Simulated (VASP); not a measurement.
# Mg5ZnO6 (P-4m2) in VASP: density of states with PBE

Aim: the density of states of Mg5ZnO6 with PBE.

All numbers are computed with VASP 6.6.1; they aren't measurements. Logs are shortened: lines on timing, memory, paths and dates and some standing lists are left out, and cuts for length are marked.

### 1 The cell of the first run

Symmetry: P-4m2, No. 115, tetragonal system. Conventional cell: a = 3.268 Å, b = 3.268 Å, c = 13.780 Å, α = 90.00°, β = 90.00°, γ = 90.00°. Mg (site symmetry -4m2) has 4 O at 2.00 Å within 2.6 Å. Mg (site symmetry 2mm) has 4 O at 2.00 Å within 2.6 Å. Within 2.6 Å of Mg (site symmetry 2mm) lie 4 O at 1.98 to 2.00 Å. Within 2.7 Å of Zn (site symmetry -4m2) lie 4 O at 2.01 Å. O (site symmetry 2mm) has 4 Mg at 2.00 Å within 2.6 Å. Within 2.6 Å of O (site symmetry 2mm) lie 4 Mg at 2.00 Å. Within 2.6 Å of O (site symmetry 2mm) lie 2 Mg at 1.98 Å and 2 Zn at 2.01 Å.

### 2 Density of states, PBE

POSCAR

```
Mg5ZnO6
1.0
    3.2678288000      0.0000000000      0.0000000000
    0.0000000000      3.2678288000      0.0000000000
    0.0000000000      0.0000000000     13.7795323000
Mg Zn O
5 1 6
Direct
    0.0000000000      0.0000000000      0.0000000000
    0.5000000000      0.5000000000      0.1669740000
    0.0000000000      0.0000000000      0.3340230000
    0.0000000000      0.0000000000      0.6659770000
    0.5000000000      0.5000000000      0.8330260000
    0.5000000000      0.5000000000      0.5000000000
    0.5000000000      0.0000000000      0.0834840000
    0.0000000000      0.5000000000      0.2504780000
    0.5000000000      0.0000000000      0.4156560000
    0.0000000000      0.5000000000      0.5843440000
    0.5000000000      0.0000000000      0.7495220000
    0.0000000000      0.5000000000      0.9165160000
```

INCAR.step1

```
SYSTEM = Mg5ZnO6
PREC = Accurate
ENCUT = 520
EDIFF = 1E-7
ISMEAR = 0
SIGMA = 0.02
LREAL = .FALSE.
LASPH = .TRUE.
NELM = 60
ALGO = Normal
ISIF = 2
LWAVE = .FALSE.
LCHARG = .TRUE.
GGA = PE
NBANDS = 41
```

KPOINTS.step1

```
Automatic mesh
0
G
  8 8 2
  0 0 0
```

INCAR.step2

```
SYSTEM = Mg5ZnO6
PREC = Accurate
ENCUT = 520
EDIFF = 1E-7
ISMEAR = -5
SIGMA = 0.02
LREAL = .FALSE.
LASPH = .TRUE.
NELM = 60
ALGO = Normal
ISIF = 2
LWAVE = .FALSE.
LCHARG = .FALSE.
GGA = PE
LORBIT = 11
NBANDS = 41
NEDOS = 1001
ICHARG = 11
```

KPOINTS.step2

```
Automatic mesh
0
G
  12 12 3
  0 0 0
```

Potentials or basis: VASP PAW PBE potentials, release 64 (Mg, Zn, O).

The run is started by

```bash
cat potpaw_PBE.64/Mg/POTCAR potpaw_PBE.64/Zn/POTCAR potpaw_PBE.64/O/POTCAR > POTCAR
cp INCAR.step1 INCAR
cp KPOINTS.step1 KPOINTS
mpirun -np 1 vasp_std > vasp.out
cp INCAR.step2 INCAR
cp KPOINTS.step2 KPOINTS
mpirun -np 1 vasp_std > vasp.out
```

OUTCAR:

```text
SYSTEM = Mg5ZnO6
   PREC = Accurate
   ENCUT = 520
   EDIFF = 1E-7
   ISMEAR = -5
   LREAL = .FALSE.
   LASPH = .TRUE.
   NELM = 60
   ISIF = 2
   GGA = PE
   LORBIT = 11
   ICHARG = 11

 ion  position               nearest neighbor table
   1  0.000  0.000  0.000-   7 2.00  12 2.00  12 2.00   7 2.00   2 3.26   5 3.26   2 3.26   2 3.26
                             5 3.26   5 3.26   2 3.26   5 3.26
   2  0.500  0.500  0.167-   7 2.00   7 2.00   8 2.00   8 2.00   1 3.26   1 3.26   1 3.26   1 3.26
                             3 3.26   3 3.26   3 3.26   3 3.26
   3  0.000  0.000  0.334-   9 1.98   9 1.98   8 2.00   8 2.00   6 3.25   6 3.25   6 3.25   6 3.25
                             2 3.26   2 3.26   2 3.26   2 3.26
   4  0.000  0.000  0.666-  10 1.98  10 1.98  11 2.00  11 2.00   6 3.25   6 3.25   6 3.25   6 3.25
                             5 3.26   5 3.26   5 3.26   5 3.26
   5  0.500  0.500  0.833-  12 2.00  12 2.00  11 2.00  11 2.00   1 3.26   1 3.26   1 3.26   1 3.26
                             4 3.26   4 3.26   4 3.26   4 3.26
   6  0.500  0.500  0.500-   9 2.01  10 2.01   9 2.01  10 2.01   3 3.25   4 3.25   3 3.25   3 3.25
                             4 3.25   4 3.25   3 3.25   4 3.25
   7  0.500  0.000  0.083-   1 2.00   1 2.00   2 2.00   2 2.00
   8  0.000  0.500  0.250-   2 2.00   2 2.00   3 2.00   3 2.00
   9  0.500  0.000  0.416-   3 1.98   3 1.98   6 2.01   6 2.01
  10  0.000  0.500  0.584-   4 1.98   4 1.98   6 2.01   6 2.01
  11  0.500  0.000  0.750-   5 2.00   5 2.00   4 2.00   4 2.00
  12  0.000  0.500  0.917-   1 2.00   1 2.00   5 2.00   5 2.00

  LATTYP: Found a simple tetragonal cell.
 ALAT       =     3.2678288000
 C/A-ratio  =     4.2167240524

  Lattice vectors:

 A1 = (   3.2678288000,   0.0000000000,   0.0000000000)
 A2 = (   0.0000000000,   3.2678288000,   0.0000000000)
 A3 = (   0.0000000000,   0.0000000000,  13.7795323000)

Analysis of symmetry for initial positions (statically):
=====================================================================
 Subroutine PRICEL returns:
 Original cell was already a primitive cell.

 Routine SETGRP: Setting up the symmetry group for a
 simple tetragonal supercell.

 Subroutine GETGRP returns: Found  8 space group operations
 (whereof  8 operations were pure point group operations)
 out of a pool of 16 trial point group operations.

The static configuration has the point symmetry D_2d.

Analysis of symmetry for dynamics (positions and initial velocities):
=====================================================================
 Subroutine PRICEL returns:
 Original cell was already a primitive cell.

 Routine SETGRP: Setting up the symmetry group for a
 simple tetragonal supercell.

 Subroutine GETGRP returns: Found  8 space group operations
 (whereof  8 operations were pure point group operations)
 out of a pool of 16 trial point group operations.

The dynamic configuration has the point symmetry D_2d.

 Subroutine INISYM returns: Found  8 space group operations
 (whereof  8 operations are pure point group operations),
 and found     1 'primitive' translations

----------------------------------------------------------------------------------------

                                     Primitive cell

  volume of cell :     147.1476

  direct lattice vectors                    reciprocal lattice vectors
     3.267828800  0.000000000  0.000000000     0.306013583  0.000000000  0.000000000
     0.000000000  3.267828800  0.000000000     0.000000000  0.306013583  0.000000000
     0.000000000  0.000000000 13.779532300     0.000000000  0.000000000  0.072571404

  length of vectors
     3.267828800  3.267828800 13.779532300     0.306013583  0.306013583  0.072571404

  position of ions in fractional coordinates (direct lattice)
     0.000000000  0.000000000  0.000000000
     0.500000000  0.500000000  0.166974000
     0.000000000  0.000000000  0.334023000
     0.000000000  0.000000000  0.665977000
     0.500000000  0.500000000  0.833026000
     0.500000000  0.500000000  0.500000000
     0.500000000  0.000000000  0.083484000
     0.000000000  0.500000000  0.250478000
     0.500000000  0.000000000  0.415656000
     0.000000000  0.500000000  0.584344000
     0.500000000  0.000000000  0.749522000
     0.000000000  0.500000000  0.916516000

  ion indices of the primitive-cell ions
[... 36 lines left out ...]

 Subroutine IBZKPT returns following result:
 ===========================================

 Found     56 irreducible k-points:

 Following reciprocal coordinates:
            Coordinates               Weight
  0.000000  0.000000  0.000000      1.000000
  0.083333  0.000000  0.000000      4.000000
  0.166667  0.000000  0.000000      4.000000
  0.250000  0.000000  0.000000      4.000000
  0.333333  0.000000  0.000000      4.000000
  0.416667  0.000000  0.000000      4.000000
[... 16 lines left out ...]
  0.333333  0.333333  0.000000      4.000000
  0.416667  0.333333  0.000000      8.000000
 [... further k-points ...]
   k-points           NKPTS =     56   k-points in BZ     NKDIM =     56   number of bands    NBANDS=     41
   number of dos      NEDOS =   1001   number of ions     NIONS =     12
   total plane-waves  NPLWV =  62208
   dimension x,y,z NGX =    24 NGY =   24 NGZ =  108
   dimension x,y,z NGXF=    48 NGYF=   48 NGZF=  216
   ions per type =               5   1   6
   NGX,Y,Z   is equivalent  to a cutoff of  12.21, 12.21, 13.03 a.u.
   NGXF,Y,Z  is equivalent  to a cutoff of  24.42, 24.42, 26.06 a.u.
 SYSTEM =  Mg5ZnO6
   PREC   = accura    normal or accurate (medium, high low for compatibility)
   ISTART =      0    job   : 0-new  1-cont  2-samecut
   ICHARG =     11    charge: 1-file 2-atom 10-const
   ISPIN  =      1    spin polarized calculation?
   LNONCOLLINEAR =      F non collinear calculations
   LSORBIT =      F    spin-orbit coupling
   LASPH  =      T    aspherical Exc in radial PAW
   ENCUT  =  520.0 eV  38.22 Ry    6.18 a.u.   6.08  6.08 25.62*2*pi/ulx,y,z
   NELM   =     60;   NELMIN=  2; NELMDL=  0     # of ELM steps
   EDIFF  = 0.1E-06   stopping-criterion for ELM
   LREAL  =      F    real-space projection
   EDIFFG = 0.1E-05   stopping-criterion for IOM
   NSW    =      0    number of steps for IOM
   IBRION =     -1    ionic relax: 0-MD 1-quasi-New 2-CG
   NFREE  =      0    steps in history (QN), initial steepest desc. (CG)
   ISIF   =      2    stress and relaxation
   ISYM   =      2    0-nonsym 1-usesym 2-fastsym
   POTIM  = 0.5000    time-step for ionic-motion
   TEBEG  =    0.0;   TEEND  =   0.0 temperature during run
   PSTRESS=    0.0 pullay stress
   NELECT =      58.0000    total number of electrons
   NUPDOWN=      -1.0000    fix difference up-down
   EMIN   =  10.00;   EMAX   =-10.00  energy-range for DOS
   EFERMI =   0.00;   METHOD = LEGACY
   ISMEAR =    -5;   SIGMA  =   0.02  broadening in eV -4-tet -1-fermi 0-gaus
   EFERMI_NEDOS =   21; number of points for ismear=-14 and -15
   IALGO  =     38    algorithm
   IMIX   =      4    mixing-type and parameters
     AMIX     =   0.40;   BMIX     =  1.00
     AMIX_MAG =   1.60;   BMIX_MAG =  1.00
  volume/ion in A,a.u.               =      12.26        82.75
  Fermi-wavevector in a.u.,A,eV,Ry     =   1.200328  2.268290 19.603090  1.440786
  Thomas-Fermi vector in A             =   2.336167
   LORBIT       =     11    0 simple, 1 ext, 2 COOP (PROOUT), +10 PAW based schemes
   GGA     = PE    functional components
   LHFCALC =     F    Hartree Fock is set to
   AEXX    =    0.0000 exact exchange contribution
   IVDW    =     0    specifies the selected vdW correction
   LEPSILON=     F    determine dielectric tensor
   LRPA    =     F    only Hartree local field effects (RPA)
 non-spin polarized calculation
 Fermi weights with tetrahedron method with Bloechl corrections
  energy-cutoff  :      520.00
  volume of cell :      147.15
 maximum number of plane-waves:      4012

 number of electron      57.9999968 magnetization

 Free energy of the ion-electron system (eV)
  ---------------------------------------------------
  ext. energy  EPLUGINS =         0.00000000
  ---------------------------------------------------
  free energy    TOTEN  =       -67.47621797 eV

  energy without entropy =      -67.47621797  energy(sigma->0) =      -67.47621797

 E-fermi :   1.0867     XC(G=0):  -9.7815

 val. band max:        1.0851854985   @ k =   0.0000   0.0000   0.0000
 cond. band min:       3.5772184775   @ k =   0.0000   0.0000   0.0000
 fundamental gap:      2.4920329790
 Fermi energy:         1.0867397327

 k-point     1 :       0.0000    0.0000    0.0000
  band No.  band energies     occupation
      1     -15.6242      2.00000
      2     -15.2740      2.00000
      3     -15.2246      2.00000
      4     -14.9239      2.00000
      5     -14.7632      2.00000
      6     -14.5706      2.00000
[... 1045 lines left out ...]
     40      11.7285      0.00000
     41      12.1030      0.00000

 [... further k-points ...]
[... 5 lines left out ...]
  --------------------------------------------------------------------------------------
  -------------------------------------------------------------------------------------
  Total       -0.1726675     -0.1726675     -0.1993659      0.0000000      0.0000000      0.0000000
  in kB       -1.8800449     -1.8800449     -2.1707428      0.0000000      0.0000000      0.0000000
  external PRESSURE =      -1.9769442 kB  Pullay stress =       0.0000000 kB

 VOLUME and BASIS-vectors are now :
 -----------------------------------------------------------------------------
  energy-cutoff  :      520.00
  volume of cell :      147.15
      direct lattice vectors                 reciprocal lattice vectors
     3.267828800  0.000000000  0.000000000     0.306013583  0.000000000  0.000000000
     0.000000000  3.267828800  0.000000000     0.000000000  0.306013583  0.000000000
     0.000000000  0.000000000 13.779532300     0.000000000  0.000000000  0.072571404

 POSITION                                       TOTAL-FORCE (eV/Angst)
 -----------------------------------------------------------------------------------
      0.00000      0.00000      0.00000         0.000000     -0.000000      0.000000
      1.63391      1.63391      2.30082         0.000000     -0.000000     -0.000402
      0.00000      0.00000      4.60268         0.000000     -0.000000     -0.006326
      0.00000      0.00000      9.17685         0.000000     -0.000000      0.006326
      1.63391      1.63391     11.47871         0.000000     -0.000000      0.000402
      1.63391      1.63391      6.88977         0.000000      0.000000      0.000000
      1.63391      0.00000      1.15037         0.000000     -0.000000     -0.000011
      0.00000      1.63391      3.45147         0.000000     -0.000000     -0.000230
      1.63391      0.00000      5.72755         0.000000     -0.000000     -0.078600
      0.00000      1.63391      8.05199         0.000000     -0.000000      0.078600
      1.63391      0.00000     10.32806        -0.000000     -0.000000      0.000230
      0.00000      1.63391     12.62916         0.000000     -0.000000      0.000011
 -----------------------------------------------------------------------------------
    total drift:                                0.000000      0.000000     -0.000000

  FREE ENERGIE OF THE ION-ELECTRON SYSTEM (eV)
  ---------------------------------------------------
  free  energy   TOTEN  =       -67.4762179706 eV

  energy  without entropy=      -67.4762179706  energy(sigma->0) =      -67.47621797

 total charge

# of ion       s       p       d       tot
------------------------------------------
    1        0.164   0.182   0.074   0.420
    2        0.164   0.181   0.074   0.420
    3        0.165   0.182   0.075   0.422
    4        0.165   0.182   0.075   0.422
    5        0.164   0.181   0.074   0.420
    6        0.453   0.469   9.884  10.806
    7        1.545   3.530   0.000   5.075
    8        1.545   3.530   0.000   5.074
    9        1.547   3.489   0.000   5.036
   10        1.547   3.489   0.000   5.036
   11        1.545   3.530   0.000   5.074
   12        1.545   3.530   0.000   5.075
--------------------------------------------------
tot         10.547  22.477  10.257  43.281
```

Run time: 8.4 min. Hardware: 1 thread of AMD EPYC 9R45 (Zen 5), shared host; peak memory 0.38 GiB.

Results:

```
Valence electrons inside the program's atomic spheres : Mg 0.42; Zn 10.81; O 5.08, 5.07, 5.04
```

Levels at points of the mesh, in eV from the valence-band top:
```
           k point  band 27  band 28  band 29  band 30  band 31  band 32
(0.00, 0.00, 0.00)    -0.27     0.00     0.00     2.49     4.12     4.39
(0.50, 0.00, 0.00)    -0.74    -0.50    -0.25     6.21     7.12     7.36
(0.50, 0.50, 0.00)    -1.35    -1.34    -1.34     5.62     5.62     6.57
```
